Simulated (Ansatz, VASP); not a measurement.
One calculation of I, two programs

File INCAR:

```
SYSTEM = I
PREC = Accurate
ENCUT = 600
EDIFF = 1E-6
ISMEAR = 0
SIGMA = 0.1
LREAL = .False.
LASPH = .True.
NELM = 100
ALGO = Normal
ISIF = 3
LWAVE = .False.
LCHARG = .False.
GGA = PE
IBRION = 2
NSW = 90
EDIFFG = -0.04
```

Contents of KPOINTS:

```
regular mesh
0
Gamma
  4 4 4
  0 0 0
```

Contents of POSCAR:

```
I
1.0
    4.5555551526      0.0000000000      0.0000000000
   -3.0401243082      6.7387018553      0.0000000000
   -0.8410759932     -0.8835267923      6.7545921498
I
4
Direct
    0.2739872082      0.6615321376      0.3578884627
    0.3837695733      0.3690352584      0.9483494202
    0.7529624704      0.0600898779      0.5966517841
    0.3179909365      0.7724743750      0.8720322198
```

Input for Ansatz:

```yaml
crystal:
  lattice:
    - [4.5555551526, 0.0, 0.0]
    - [-3.0401243082, 6.7387018553, 0.0]
    - [-0.8410759932, -0.8835267923, 6.7545921498]
  atoms:
    - { symbol: I, position: [0.2739872082, 0.6615321376, 0.3578884627] }
    - { symbol: I, position: [0.3837695733, 0.3690352584, 0.9483494202] }
    - { symbol: I, position: [0.7529624704, 0.0600898779, 0.5966517841] }
    - { symbol: I, position: [0.3179909365, 0.772474375, 0.8720322198] }
basis:
  ecutwfc: 420
kpoints:
  mp_grid: { grid: [4, 4, 4] }
hamiltonian:
  xc: pbe
scf:
  occupations: { method: gaussian, width: 0.1 }
  lower_state_search: "off"
output:
  forces: true
  stress: true
  eigenvalues: true
relax:
  adjacent_minimum: "off"
  f_tol: 0.04
  max_steps: 70
  cell: { stress_tol: 0.4 }
```

Alike in both runs: task relaxation of cell and atoms; functional PBE; k mesh 4 × 4 × 4; occupations gaussian, width 0.1 eV; no spin polarisation.

```csv
,VASP,Ansatz
version,VASP 6.6.1,Ansatz 0.2.0
potentials or method,"VASP PAW PBE potentials, release 64 (I), cutoff 600 eV","scalar-relativistic, plane waves, PAW"
valence electrons in the cell,28,68
```

VASP gave:

```
gap on the k mesh at the Fermi level, each at its own relaxed structure (eV) : 1.14
relaxed volume (Å³/atom)                                                     : 71.03
relaxed cell length with the largest relative difference (Å)                 : 11.518
```

**Question.** Which values does Ansatz return?

**Answer.** gap on the k mesh at the Fermi level, each at its own relaxed structure (eV): 1.50; relaxed volume (Å³/atom): 57.62; relaxed cell length with the largest relative difference (Å): 7.430.

One of these differences is far larger than is usual between the two programs; its cause wasn't traced. VASP's potentials hold 28 valence electrons a cell and Ansatz's 68, so a difference there can come from the potentials and not from the codes.

Spin-orbit coupling is off throughout. Noted on VASP's run: the volume moved by over 15 % at a fixed basis, so the end points are rough.
